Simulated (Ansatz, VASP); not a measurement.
## Al in VASP and in Ansatz

POSCAR

```
Al
1.0
    0.0000000000      2.1858984000      2.0239800000
    2.1858984000      0.0000000000      2.0239800000
    2.1858984000      2.1858984000      0.0000000000
Al
1
Direct
    0.0000000000      0.0000000000      0.0000000000
```

INCAR.step1

```
SYSTEM = Al
  PREC = Accurate
  ENCUT = 520
  ISMEAR = 0
  SIGMA = 0.15
  LREAL = .False.
  LASPH = .True.
  NELM = 100
  NBANDS = 8
  GGA = PE
  ALGO = Normal
  EDIFF = 1E-4
  LWAVE = .True.
  LCHARG = .False.
```

File INCAR.step2:

```
SYSTEM = Al
  PREC = Accurate
  ENCUT = 520
  EDIFF = 1E-6
  ISMEAR = 0
  SIGMA = 0.15
  LREAL = .False.
  LASPH = .True.
  NELM = 100
  ALGO = Normal
  ISIF = 2
  LWAVE = .False.
  LCHARG = .True.
  METAGGA = R2SCAN
  LMIXTAU = .True.
  LELF = .True.
  LVHAR = .True.
  NBANDS = 8
  ISTART = 1
```

KPOINTS

```
Automatic mesh
0
Gamma
  20 20 20
  0 0 0
```

Input for Ansatz:

```yaml
crystal:
  lattice:
    - [0.0, 2.1858984, 2.02398]
    - [2.1858984, 0.0, 2.02398]
    - [2.1858984, 2.1858984, 0.0]
  atoms:
    - { symbol: Al, position: [0.0, 0.0, 0.0] }
basis:
  ecutwfc: 500
kpoints:
  mp_grid: { grid: [20, 20, 20] }
hamiltonian:
  xc: r2scan
scf:
  occupations: { method: gaussian, width: 0.15 }
output:
  forces: true
  stress: true
  eigenvalues: true
```

Change from the starting cell: strain +0.080 along x and y, +0.000 along z, atoms carried along.

Alike in both runs: task single point; functional r2SCAN; k mesh 20 × 20 × 20; occupations gaussian, width 0.15 eV; no spin polarisation.

|  | VASP | Ansatz |
| --- | --- | --- |
| version | VASP 6.6.1 | Ansatz 0.2.0 |
| potentials or method | VASP PAW PBE potentials, release 64 (Al), cutoff 520 eV | scalar-relativistic, plane waves, PAW |
| valence electrons in the cell | 3 | 3 |

VASP gave:

| Property | Result |
| --- | --- |
| gap on the k mesh at the Fermi level (eV) | none |
| pressure (GPa) | -11.3 |
| traceless stress, the component that is largest in VASP (GPa) | 1.23 |

**Question.** What did Ansatz give for the same quantities?

**Answer.** gap on the k mesh at the Fermi level (eV): none; pressure (GPa): -11.1; traceless stress, the component that is largest in VASP (GPa): 1.23.

VASP's potentials were made for PBE, not for r2SCAN. A gap of «none» marks a metal or a gap that the smearing closes.
